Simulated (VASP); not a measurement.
A run of VASP 6.6.1:

The input INCAR:

```
ALGO = Normal
EDIFF = 1E-6
EDIFFG = -0.005
ENCUT = 600
GGA = PE
IBRION = 2
ISIF = 3
ISMEAR = 0
LASPH = True
LCHARG = False
LREAL = False
LWAVE = False
NELM = 100
NSW = 100
PREC = Accurate
SIGMA = 0.1
```

KPOINTS

```
k-points
0
Gamma
  18 18 6
```

POSCAR

```
Pd
1.0
    2.7625616691      0.0000000000      0.0000000000
   -1.3812808346      2.3924485850      0.0000000000
    0.0000000000      0.0000000000      9.1183940900
Pd
4
Direct
    0.0000000000      0.0000000000      0.0000000000
    0.3333333300      0.6666666700      0.2500000000
    0.0000000000      0.0000000000      0.5000000000
    0.6666666700      0.3333333300      0.7500000000
```

Potentials or basis: VASP PAW PBE potentials, release 64 (Pd).

Launch:

```bash
$ cat potpaw_PBE.64/Pd/POTCAR > POTCAR
$ mpirun -np 1 vasp_std > vasp.out
```

Hardware: 1 thread of AMD EPYC 9R45 96-Core Processor (Zen 5), with other jobs on the host.

Task: How long does it take, and how much memory?

Result: Run time: 4.8 min on 1 thread of AMD EPYC 9R45 96-Core Processor (Zen 5), on a shared host, peak memory 0.33 GiB. Counts: scf iterations 32, k points 148, ion steps 3.
